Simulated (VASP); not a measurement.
TiCo, 2 atoms in the cell. It takes space group Pm-3m (No. 221, cubic). Conventional cell: a = 2.893 Å, b = 2.893 Å, c = 2.893 Å, α = 90.00°, β = 90.00°, γ = 90.00°. Within 3.3 Å of Ti (site symmetry m-3m) lie 8 Co at 2.51 Å and 6 Ti at 2.89 Å. Within 3.3 Å of Co (site symmetry m-3m) lie 8 Ti at 2.51 Å and 6 Co at 2.89 Å. 

- Program: VASP 6.6.1
- Task: single point
- Functional: PBE
- Potentials or basis: VASP PAW PBE potentials, release 64 (Ti_sv, Co)
- Cutoff: 520 eV
- k mesh: 18 × 18 × 18
- Occupations: gaussian, width 0.1 eV
- Spin: collinear spin, ferromagnetic start
- Starting moments: [0.0, 1.07] μB
- Dipole correction: no
- Further INCAR settings: ALGO = Fast; EDIFF = 1e-06; NBANDS = 22

Potentials or basis: VASP PAW PBE potentials, release 64 (Ti_sv, Co).

The run is started by

```sh
$ cat potpaw_PBE.64/Ti_sv/POTCAR potpaw_PBE.64/Co/POTCAR > POTCAR
$ mpirun -np 1 vasp_std > vasp.out
```

Hardware: 1 thread of AMD EPYC 7R13, with other jobs on the host.

Problem. How long does it take, and how much memory?

Solution. Run time: 8.8 min on 1 thread of AMD EPYC 7R13, on a shared host, peak memory 0.27 GiB. Counts: scf iterations 18, k points 220.
